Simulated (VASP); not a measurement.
# TePt (P6_3/mmc) in VASP: further runs

TePt is run at these levels: LDA; tasks: single point.

Everything below comes from runs of VASP 6.6.1. Logs are shortened: lines on timing, memory, paths and dates and some standing lists are left out, and cuts for length are marked.

**1. The cell of the first run**

Symmetry: P6_3/mmc, No. 194, hexagonal system. Conventional cell: a = 4.340 Å, b = 4.340 Å, c = 4.887 Å, α = 90.00°, β = 90.00°, γ = 120.00°. Te (site symmetry -6m2) has 6 Pt at 2.79 Å and 6 Te at 3.50 Å within 3.7 Å. Pt (site symmetry -3m) has 2 Pt at 2.44 Å and 6 Te at 2.79 Å within 3.2 Å.

**2. Single point, LDA**

INCAR

```
PREC = Accurate
ENCUT = 520
EDIFF = 1E-6
ISMEAR = 0
SIGMA = 0.15
LREAL = False
LASPH = True
NELM = 80
ALGO = Normal
ISIF = 2
LWAVE = False
LCHARG = False
GGA = CA
NBANDS = 24
```

KPOINTS

```
regular mesh
0
Gamma
  15 15 10
```

POSCAR

```
TePt
1.0
    4.3398476274      0.0000000000      0.0000000000
   -2.1699238137      3.7584182939      0.0000000000
    0.0000000000      0.0000000000      4.8867889984
Te Pt
2 2
Direct
    0.3333333333      0.6666666667      0.2500000000
    0.6666666667      0.3333333333      0.7500000000
    0.0000000000      0.0000000000      0.0000000000
    0.0000000000      0.0000000000      0.5000000000
```

Potentials or basis: VASP PAW LDA potentials, release 64 (Te, Pt).

Started as:

```bash
$ cat potpaw_LDA.64/Te/POTCAR potpaw_LDA.64/Pt/POTCAR > POTCAR
$ mpirun -np 1 vasp_std > vasp.out
```

OUTCAR:

```text
PREC = Accurate
   ENCUT = 520
   EDIFF = 1E-6
   ISMEAR = 0
   LREAL = False
   LASPH = True
   NELM = 80
   ISIF = 2
   GGA = CA

 ion  position               nearest neighbor table
   1  0.333  0.667  0.250-   3 2.79   4 2.79   3 2.79   4 2.79   3 2.79   4 2.79   2 3.50   2 3.50
                             2 3.50   2 3.50   2 3.50   2 3.50
   2  0.667  0.333  0.750-   3 2.79   4 2.79   3 2.79   4 2.79   3 2.79   4 2.79   1 3.50   1 3.50
                             1 3.50   1 3.50   1 3.50   1 3.50
   3  0.000  0.000  0.000-   4 2.44   4 2.44   1 2.79   2 2.79   2 2.79   1 2.79   2 2.79   1 2.79

   4  0.000  0.000  0.500-   3 2.44   3 2.44   1 2.79   2 2.79   2 2.79   1 2.79   2 2.79   1 2.79

  LATTYP: Found a hexagonal cell.
 ALAT       =     4.3398476274
 C/A-ratio  =     1.1260277821

  Lattice vectors:

 A1 = (   4.3398476274,   0.0000000000,   0.0000000000)
 A2 = (  -2.1699238137,   3.7584182939,   0.0000000000)
 A3 = (   0.0000000000,   0.0000000000,   4.8867889984)

Analysis of symmetry for initial positions (statically):
=====================================================================
 Subroutine PRICEL returns:
 Original cell was already a primitive cell.

 Routine SETGRP: Setting up the symmetry group for a
 hexagonal supercell.

 Subroutine GETGRP returns: Found 24 space group operations
 (whereof 12 operations were pure point group operations)
 out of a pool of 24 trial point group operations.

The static configuration has the point symmetry D_3d.
 The point group associated with its full space group is D_6h.

Analysis of symmetry for dynamics (positions and initial velocities):
=====================================================================
 Subroutine PRICEL returns:
 Original cell was already a primitive cell.

 Routine SETGRP: Setting up the symmetry group for a
 hexagonal supercell.

 Subroutine GETGRP returns: Found 24 space group operations
 (whereof 12 operations were pure point group operations)
 out of a pool of 24 trial point group operations.

The dynamic configuration has the point symmetry D_3d.
 The point group associated with its full space group is D_6h.

 Subroutine INISYM returns: Found 24 space group operations
 (whereof 12 operations are pure point group operations),
 and found     1 'primitive' translations

[... 91 lines left out ...]
   ICHARG =      2    charge: 1-file 2-atom 10-const
   ISPIN  =      1    spin polarized calculation?
   LNONCOLLINEAR =      F non collinear calculations
   LSORBIT =      F    spin-orbit coupling
   LASPH  =      T    aspherical Exc in radial PAW
   ENCUT  =  520.0 eV  38.22 Ry    6.18 a.u.   8.07  8.07  9.09*2*pi/ulx,y,z
   NELM   =     80;   NELMIN=  2; NELMDL= -5     # of ELM steps
   EDIFF  = 0.1E-05   stopping-criterion for ELM
   LREAL  =      F    real-space projection
   EDIFFG = 0.1E-04   stopping-criterion for IOM
   NSW    =      0    number of steps for IOM
   IBRION =     -1    ionic relax: 0-MD 1-quasi-New 2-CG
   NFREE  =      0    steps in history (QN), initial steepest desc. (CG)
   ISIF   =      2    stress and relaxation
   ISYM   =      2    0-nonsym 1-usesym 2-fastsym
   POTIM  = 0.5000    time-step for ionic-motion
   TEBEG  =    0.0;   TEEND  =   0.0 temperature during run
   PSTRESS=    0.0 pullay stress
   NELECT =      32.0000    total number of electrons
   NUPDOWN=      -1.0000    fix difference up-down
   EMIN   =  10.00;   EMAX   =-10.00  energy-range for DOS
   EFERMI =   0.00;   METHOD = LEGACY
   ISMEAR =     0;   SIGMA  =   0.15  broadening in eV -4-tet -1-fermi 0-gaus
   EFERMI_NEDOS =   21; number of points for ismear=-14 and -15
   IALGO  =     38    algorithm
   IMIX   =      4    mixing-type and parameters
     AMIX     =   0.40;   BMIX     =  1.00
     AMIX_MAG =   1.60;   BMIX_MAG =  1.00
  volume/ion in A,a.u.               =      19.93       134.47
  Fermi-wavevector in a.u.,A,eV,Ry     =   1.207695  2.282212 19.844452  1.458526
  Thomas-Fermi vector in A             =   2.343325
   LORBIT       =      0    0 simple, 1 ext, 2 COOP (PROOUT), +10 PAW based schemes
   GGA     = CA    functional components
   LHFCALC =     F    Hartree Fock is set to
   AEXX    =    0.0000 exact exchange contribution
   IVDW    =     0    specifies the selected vdW correction
   LEPSILON=     F    determine dielectric tensor
   LRPA    =     F    only Hartree local field effects (RPA)
 non-spin polarized calculation
 Gauss-broadening in eV      SIGMA  =   0.15
  energy-cutoff  :      520.00
  volume of cell :       79.71
 maximum number of plane-waves:      2166
   NGX = 17   NGY = 17   NGZ = 19

 number of electron      32.0000000 magnetization

 Free energy of the ion-electron system (eV)
  ---------------------------------------------------
  ext. energy  EPLUGINS =         0.00000000
  ---------------------------------------------------
  free energy    TOTEN  =       -22.52688768 eV

  energy without entropy =      -22.49760861  energy(sigma->0) =      -22.51224814

 E-fermi :  10.6698     XC(G=0): -11.7772

 val. band max:       10.6619171431   @ k =   0.1333   0.0667   0.2000
 cond. band min:      10.6710175439   @ k =   0.3333   0.1333   0.3000
 fundamental gap:      0.0091004008
 Fermi energy:        10.6698392074

 k-point     1 :       0.0000    0.0000    0.0000
  band No.  band energies     occupation
      1      -3.9869      2.00000
      2      -0.2718      2.00000
      3       3.4352      2.00000
      4       3.5712      2.00000
      5       3.6383      2.00000
      6       3.6383      2.00000
[... 637 lines left out ...]
     23      17.7268      0.00000
     24      18.5607      0.00000

 [... further k-points ...]
[... 5 lines left out ...]
  --------------------------------------------------------------------------------------
  -------------------------------------------------------------------------------------
  Total        0.9600897      0.9600897     19.8202894      0.0000000     -0.0000000      0.0000000
  in kB       19.2983064     19.2983064    398.3982224      0.0000000     -0.0000000      0.0000000
  external PRESSURE =     145.6649451 kB  Pullay stress =       0.0000000 kB

 VOLUME and BASIS-vectors are now :
 -----------------------------------------------------------------------------
  energy-cutoff  :      520.00
  volume of cell :       79.71
      direct lattice vectors                 reciprocal lattice vectors
     4.339847627  0.000000000  0.000000000     0.230422836  0.133034687  0.000000000
    -2.169923814  3.758418294  0.000000000     0.000000000  0.266069373  0.000000000
     0.000000000  0.000000000  4.886788998     0.000000000  0.000000000  0.204633349

 POSITION                                       TOTAL-FORCE (eV/Angst)
 -----------------------------------------------------------------------------------
     -0.00000      2.50561      1.22170        -0.000000      0.000000      0.000000
      2.16992      1.25281      3.66509         0.000000     -0.000000      0.000000
      0.00000      0.00000      0.00000         0.000000     -0.000000      0.000000
      0.00000      0.00000      2.44339        -0.000000     -0.000000      0.000000
 -----------------------------------------------------------------------------------
    total drift:                               -0.000000     -0.000000      0.000000

  FREE ENERGIE OF THE ION-ELECTRON SYSTEM (eV)
  ---------------------------------------------------
  free  energy   TOTEN  =       -22.5268876789 eV

  energy  without entropy=      -22.4976086065  energy(sigma->0) =      -22.51224814
```

It took 3.4 min on 1 thread of Intel Xeon 6975P-C, shared host; peak memory 0.37 GiB.

What came out:

```
Free energy            : -22.5269 eV
Pressure               : 14.6 GPa
Band gap on the k mesh : zero (band 16 reaches 11.74 eV, above the bottom of band 17 at 9.91 eV)
```

Stress tensor (GPa, compression positive):
```
 1.93  0.00  0.00
 0.00  1.93  0.00
 0.00  0.00 39.84
```

Levels at points of the mesh, in eV from the Fermi level:
```csv
k point,band 13,band 14,band 15,band 16,band 17,band 18,band 19,band 20
"(0.00, 0.00, 0.00)",-0.95,-0.95,0.55,1.07,1.31,1.77,1.77,1.92
"(0.00, 0.00, 0.50)",-2.85,-2.85,1.01,1.01,1.01,1.01,3.59,3.59
```

Caveat: spin-orbit coupling is left out, which moves the levels of the heavy elements.

[end of part 1 of 2]
